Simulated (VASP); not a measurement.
# MgO (P4/mmm) in VASP: notebook, part 2 of 2

VASP 6.6.1. Earlier steps stand in the parts before.

### 3 Single point, PBE, collinear spin, ferromagnetic start

Input file INCAR:

```
SYSTEM = MgO
PREC = Accurate
ENCUT = 520
EDIFF = 1E-7
ISMEAR = 0
SIGMA = 0.1
LREAL = .FALSE.
LASPH = .TRUE.
NELM = 150
ALGO = Normal
ISIF = 2
LWAVE = .FALSE.
LCHARG = .FALSE.
ISPIN = 2
MAGMOM = 0 1
LORBIT = 11
GGA = PE
NBANDS = 15
```

Input file KPOINTS:

```
regular mesh
0
G
  8 8 4
  0 0 0
```

Input file POSCAR:

```
MgO
1.0
    4.6567175106      0.0000000000      0.0000000000
    0.0000000000      4.6567175106      0.0000000000
    0.0000000000      0.0000000000      3.6032364820
Mg O
1 1
Direct
    0.5000000000      0.5000000000      0.2708410516
    0.5000000000      0.5000000000      0.7708413084
```

Potentials or basis: VASP PAW PBE potentials, release 64 (Mg, O).

On the command line:

```sh
$ cat potpaw_PBE.64/Mg/POTCAR potpaw_PBE.64/O/POTCAR > POTCAR
$ mpirun -np 1 vasp_std > vasp.out
```

OUTCAR:

```text
SYSTEM = MgO
   PREC = Accurate
   ENCUT = 520
   EDIFF = 1E-7
   ISMEAR = 0
   LREAL = .FALSE.
   LASPH = .TRUE.
   NELM = 150
   ISIF = 2
   ISPIN = 2
   LORBIT = 11
   GGA = PE

 ion  position               nearest neighbor table
   1  0.500  0.500  0.271-   2 1.80   2 1.80
   2  0.500  0.500  0.771-   1 1.80   1 1.80

  LATTYP: Found a simple tetragonal cell.
 ALAT       =     4.6567175106
 C/A-ratio  =     0.7737717553

  Lattice vectors:

 A1 = (   4.6567175106,   0.0000000000,   0.0000000000)
 A2 = (   0.0000000000,   4.6567175106,   0.0000000000)
 A3 = (   0.0000000000,   0.0000000000,   3.6032364820)

Analysis of symmetry for initial positions (statically):
=====================================================================
 Subroutine PRICEL returns:
 Original cell was already a primitive cell.

 Routine SETGRP: Setting up the symmetry group for a
 simple tetragonal supercell.

 Subroutine GETGRP returns: Found 16 space group operations
 (whereof  8 operations were pure point group operations)
 out of a pool of 16 trial point group operations.

[... 1047 lines left out ...]
      5       1.4921      0.00000
      6       1.9371      0.00000
      7       5.7368      0.00000
      8       5.9514      0.00000
      9       7.2608      0.00000
     10       7.3742      0.00000
     11       9.4865      0.00000
     12       9.8712      0.00000
     13      11.9019      0.00000
     14      12.4516      0.00000
     15      14.1275      0.00000

 [... further k-points ...]
[... 5 lines left out ...]
  --------------------------------------------------------------------------------------
  -------------------------------------------------------------------------------------
  Total        0.0960069      0.0960069      0.0438372      0.0000000      0.0000000      0.0000000
  in kB        1.9686140      1.9686140      0.8988781      0.0000000      0.0000000      0.0000000
  external PRESSURE =       1.6120354 kB  Pullay stress =       0.0000000 kB

 VOLUME and BASIS-vectors are now :
 -----------------------------------------------------------------------------
  energy-cutoff  :      520.00
  volume of cell :       78.14
      direct lattice vectors                 reciprocal lattice vectors
     4.656717511  0.000000000  0.000000000     0.214743539  0.000000000  0.000000000
     0.000000000  4.656717511  0.000000000     0.000000000  0.214743539  0.000000000
     0.000000000  0.000000000  3.603236482     0.000000000  0.000000000  0.277528274

 POSITION                                       TOTAL-FORCE (eV/Angst)
 -----------------------------------------------------------------------------------
      2.32836      2.32836      0.97590         0.000000      0.000000     -0.000000
      2.32836      2.32836      2.77752         0.000000     -0.000000      0.000000
 -----------------------------------------------------------------------------------
    total drift:                                0.000000      0.000000     -0.001334

  FREE ENERGIE OF THE ION-ELECTRON SYSTEM (eV)
  ---------------------------------------------------
  free  energy   TOTEN  =        -9.2648738449 eV

  energy  without entropy=       -9.2648738449  energy(sigma->0) =       -9.26487384

 total charge

# of ion       s       p       d       tot
------------------------------------------
    1        0.180   0.192   0.069   0.442
    2        1.551   3.475   0.000   5.026
--------------------------------------------------
tot          1.731   3.668   0.069   5.468

 magnetization (x)

# of ion       s       p       d       tot
------------------------------------------
    1       -0.000  -0.000   0.000  -0.000
    2        0.000  -0.000   0.000  -0.000
--------------------------------------------------
tot         -0.000  -0.000   0.000  -0.000
```

OSZICAR:

```text
N       E                     dE             d eps       ncg     rms          rms(c)
DAV:   1     0.374101677576E+02    0.37410E+02   -0.28887E+03  2700   0.369E+02
DAV:   2    -0.963866328725E+01   -0.47049E+02   -0.44328E+02  3457   0.990E+01
[... 11 lines left out ...]
DAV:  14    -0.926487814172E+01    0.13414E-04   -0.10170E-04  2784   0.602E-02    0.421E-03
DAV:  15    -0.926487457967E+01    0.35620E-05   -0.17687E-05  2784   0.256E-02    0.165E-03
DAV:  16    -0.926487636006E+01   -0.17804E-05   -0.10717E-05  2756   0.194E-02    0.889E-04
DAV:  17    -0.926487415773E+01    0.22023E-05   -0.59710E-06  2700   0.145E-02    0.210E-04
DAV:  18    -0.926487387587E+01    0.28186E-06   -0.89964E-07  2931   0.535E-03    0.918E-05
DAV:  19    -0.926487384493E+01    0.30943E-07   -0.25527E-07  2861   0.274E-03
   1 F= -.92648738E+01 E0= -.92648738E+01  d E =-.102332E-11  mag=    -0.0000
```

stdout:

```text
POSCAR found type information on POSCAR MgO
 POSCAR found :  2 types and       2 ions
 scaLAPACK will be used
 LDA part: xc-table for (Slater+PW92), standard interpolation
 POSCAR, INCAR and KPOINTS ok, starting setup
 FFT: planning ... GRIDC
 FFT: planning ... GRID_SOFT
 FFT: planning ... GRID
 WAVECAR not read
 entering main loop
```

Wall time 79 s (1 thread of AMD EPYC 9R45 (Zen 5), shared host); peak memory 0.22 GiB.

What came out:

```
Free energy                                           : -9.2649 eV
Pressure                                              : 0.2 GPa
Band gap on the k mesh                                : 2.00 eV, indirect (least direct gap 2.21 eV)
Net moment                                            : 0.00 μB per cell
Valence electrons inside the program's atomic spheres : Mg 0.44; O 5.03
```

Stress tensor (GPa, compression positive):
```
0.20 0.00 0.00
0.00 0.20 0.00
0.00 0.00 0.09
```

Levels at points of the mesh, in eV from the valence-band top:
Spin up:
```
           k point  band 1  band 2  band 3  band 4  band 5  band 6  band 7  band 8
(0.00, 0.00, 0.00)  -15.03   -1.09   -0.22   -0.22    2.00    7.81    8.89    8.89
(0.50, 0.00, 0.00)  -15.02   -1.07   -0.65   -0.18    3.53    4.88    9.75   10.01
(0.50, 0.50, 0.00)  -15.02   -1.06   -0.55   -0.55    5.47    5.81    6.11    6.11
(0.00, 0.00, 0.50)  -14.77   -2.45   -0.02   -0.02    4.61    6.33    8.34    8.34
(0.50, 0.00, 0.50)  -14.77   -2.37   -0.23    0.00    5.18    5.96    8.35    8.42
(0.50, 0.50, 0.50)  -14.76   -2.30   -0.19   -0.19    5.96    5.96    7.70    8.35
```
Spin down:
```csv
k point,band 2,band 3,band 4,band 5,band 6,band 7
"(0.00, 0.00, 0.00)",-1.09,-0.22,-0.22,2.00,7.81,8.89
"(0.50, 0.00, 0.00)",-1.07,-0.65,-0.18,3.53,4.88,9.75
"(0.50, 0.50, 0.00)",-1.06,-0.55,-0.55,5.47,5.81,6.11
"(0.00, 0.00, 0.50)",-2.45,-0.02,-0.02,4.61,6.33,8.34
"(0.50, 0.00, 0.50)",-2.37,-0.23,0.00,5.18,5.96,8.35
"(0.50, 0.50, 0.50)",-2.30,-0.19,-0.19,5.96,5.96,7.70
```

Caveat: the k points lie up to 0.44 Å⁻¹ apart.

### 4 Relaxation of cell and atoms, PBE

This run uses another cell than the first one, of 50.63 Å³/atom, 1.296 times its volume.

Input file INCAR:

```
SYSTEM = MgO
ALGO     = Normal         ! electronic algorithm
EDIFF    = 1E-7           ! SCF threshold, eV
EDIFFG   = -0.01          ! ionic threshold
ENCUT    = 600            ! plane-wave cutoff, eV
GGA      = PE             ! functional
IBRION   = 2              ! ionic algorithm
ISIF     = 3              ! what is computed and relaxed
ISMEAR   = 0              ! smearing method
LASPH    = .TRUE.         ! aspherical terms in the spheres
LCHARG   = .FALSE.        ! write CHGCAR
LREAL    = .FALSE.        ! projectors in reciprocal space
LWAVE    = .FALSE.        ! write WAVECAR
NELM     = 100            ! most SCF steps
NSW      = 100            ! ionic steps
PREC     = Accurate       ! precision mode
SIGMA    = 0.02           ! smearing width, eV
```

Input file KPOINTS:

```
k-points
0
G
  6 6 8
  0 0 0
```

Input file POSCAR:

```
MgO
1.0
    5.2987178919      0.0000000000      0.0000000000
    0.0000000000      5.2987178919      0.0000000000
    0.0000000000      0.0000000000      3.6069047225
Mg O
1 1
Direct
    0.5000000000      0.5000000000      0.0000000000
    0.5000000000      0.5000000000      0.5000000000
```

On the command line:

```sh
$ cat potpaw_PBE.64/Mg/POTCAR potpaw_PBE.64/O/POTCAR > POTCAR
$ mpirun -np 1 vasp_std > vasp.out
```

Run time: 31 s. Hardware: 1 thread of AMD EPYC 9R45 (Zen 5), shared host; peak memory 0.22 GiB.

It converged, with:

| Quantity | Value |
| --- | --- |
| Free energy | -9.2851 eV |
| Pressure after relaxing | 0.0 GPa |
| Band gap on the k mesh | 2.37 eV, indirect (least direct gap 2.61 eV) |

Final structure:
```
Mg O
1.0
     5.29872    0.00000    0.00000
     0.00000    5.29872    0.00000
     0.00000    0.00000    3.60690
Mg O
1 1
Direct
  0.50000 0.50000 0.00000
  0.50000 0.50000 0.50000
```

Levels at points of the mesh, in eV from the valence-band top:
```tsv
k point	band 2	band 3	band 4	band 5	band 6	band 7
(0.00, 0.00, 0.00)	-1.01	-0.24	-0.24	2.37	7.25	7.88
(0.50, 0.00, 0.00)	-1.00	-0.45	-0.22	3.42	4.75	8.70
(0.50, 0.50, 0.00)	-1.00	-0.41	-0.41	4.64	5.69	5.71
(0.00, 0.00, 0.50)	-2.32	-0.01	-0.01	5.00	6.39	7.66
(0.50, 0.00, 0.50)	-2.29	-0.09	0.00	5.60	5.92	7.92
(0.50, 0.50, 0.50)	-2.27	-0.08	-0.08	6.11	6.11	6.97
```

Caveat: the relaxation stopped at its first step, so nothing moved.

### 5 The runs side by side

| task | spin | cell | k mesh | cutoff (eV) | smearing | gap on the mesh (eV) | pressure (GPa) |
| --- | --- | --- | --- | --- | --- | --- | --- |
| relaxation of cell and atoms | off | relaxed from a = 4.657, b = 4.657, c = 3.603 Å, 2 atoms | 6 × 6 × 8 | 600 | gaussian 0.02 eV | 2.30 | 0.0 |
| single point | collinear, ferromagnetic start | a = 4.657, b = 4.657, c = 3.603 Å, 2 atoms | 8 × 8 × 4 | 520 | gaussian 0.1 eV | 2.00 | 0.2 |
| relaxation of cell and atoms | off | relaxed from a = 5.299, b = 5.299, c = 3.607 Å, 2 atoms | 6 × 6 × 8 | 600 | gaussian 0.02 eV | 2.37 | 0.0 |

Alike in all rows: level PBE; potentials or basis VASP PAW PBE potentials, release 64 (Mg, O).

Caveats: some runs use coarse meshes; the volume moved by over 15 % at a fixed basis, so the end points are rough (some runs); the relaxation stopped at its first step, so nothing moved (some runs).

Total energies depend on the potentials used, so only differences within one code and one set of settings carry meaning.
